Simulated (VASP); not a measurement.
Set up this calculation in VASP 6.6.1, as the native input.

```yaml
Task: single point
Functional: PBEsol
Potentials_or_basis: VASP PAW PBE potentials, release 64 (Mg, S)
Cutoff: 520 eV
k_mesh: 8 × 8 × 8
Occupations: gaussian, width 0.01 eV
Spin: no spin polarisation
Dipole_correction: no
Further_INCAR_settings: ALGO = Normal; EDIFF = 1e-06; NBANDS = 11
```

The structure of MgS lies in POSCAR:

```
MgS
1.0
    2.6039158259      2.6039158259      0.0000000000
   -2.6039158259      2.6039158259      0.0000000000
    0.0000000000      2.6039158259      2.5831881377
Mg S
1 1
Direct
    0.0000000000      0.0000000000      0.0000000000
    0.5000000000      0.5000000000      0.0000000000
```

This cell differs from its parent crystal: in-plane strain +0.005.

These files were run (other wordings do the same):

INCAR

```
SYSTEM = MgS
PREC = Accurate
ENCUT = 520
EDIFF = 1E-6
ISMEAR = 0
SIGMA = 0.01
LREAL = .False.
LASPH = .True.
NELM = 100
ALGO = Normal
ISIF = 2
LWAVE = .False.
LCHARG = .False.
GGA = PS
NBANDS = 11
```

KPOINTS

```
Automatic mesh
0
Gamma
  8 8 8
  0 0 0
```

Potentials or basis: VASP PAW PBE potentials, release 64 (Mg, S).

Command:

```sh
$ cat potpaw_PBE.64/Mg/POTCAR potpaw_PBE.64/S/POTCAR > POTCAR
$ mpirun -np 1 vasp_std > vasp.out
```

Results of the run:

```yaml
Pressure: -0.7 GPa
Band_gap_on_the_k_mesh: 2.68 eV, indirect (least direct gap 3.62 eV)
```

Caveat: the cell differs from its parent crystal (in-plane strain +0.005); the PAW data sets were made with another functional, which shifts forces and pressure a little.

It took 13 s on 1 thread of Intel(R) Xeon(R) 6975P-C (Granite Rapids), with other jobs on the host, peak memory 0.16 GiB.
